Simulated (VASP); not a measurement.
Set up this calculation in VASP 6.6.1, as the native input.

- Task: single point
- Functional: LDA
- Potentials or basis: VASP PAW LDA potentials, release 64 (K_sv, Cl)
- Cutoff: 520 eV
- k mesh: 7 × 7 × 7
- Occupations: fermi-dirac, width 0.03 eV
- Spin: no spin polarisation
- Dipole correction: no
- Further INCAR settings: ALGO = Normal; EDIFF = 1e-06; NBANDS = 15

The structure of KCl lies in POSCAR:

```
KCl
1.0
    0.0000000000      3.1665854591      3.1665854591
    3.1665854591      0.0000000000      3.1665854591
    3.1665854591      3.1665854591      0.0000000000
K Cl
1 1
Direct
    0.0000000000      0.0000000000      0.0000000000
    0.5000000000      0.5000000000      0.5000000000
```

The input as run:

INCAR

```
SYSTEM = KCl
PREC     = Accurate       ! precision mode
ENCUT    = 520            ! plane-wave cutoff, eV
EDIFF    = 1E-6           ! SCF threshold, eV
ISMEAR   = -1             ! smearing method
SIGMA    = 0.03           ! smearing width, eV
LREAL    = .FALSE.        ! projectors in reciprocal space
LASPH    = .TRUE.         ! aspherical terms in the spheres
NELM     = 60             ! most SCF steps
ALGO     = Normal         ! electronic algorithm
ISIF     = 2              ! what is computed and relaxed
LWAVE    = .FALSE.        ! write WAVECAR
LCHARG   = .FALSE.        ! write CHGCAR
GGA      = CA             ! functional
NBANDS   = 15             ! bands
```

KPOINTS

```
Automatic mesh
0
G
  7 7 7
  0 0 0
```

Potentials or basis: VASP PAW LDA potentials, release 64 (K_sv, Cl).

Launch:

```console
$ cat potpaw_LDA.64/K_sv/POTCAR potpaw_LDA.64/Cl/POTCAR > POTCAR
$ mpirun -np 1 vasp_std > vasp.out
```

Results of the run:

| Property | Result |
| --- | --- |
| Pressure | -2.2 GPa |
| Band gap on the k mesh | 4.69 eV |

Caveat: an odd mesh through Γ misses points on the zone boundary, where band edges can lie.

Wall time 32 s on 1 thread of AMD EPYC 7R13, on a shared host, peak memory 0.15 GiB.
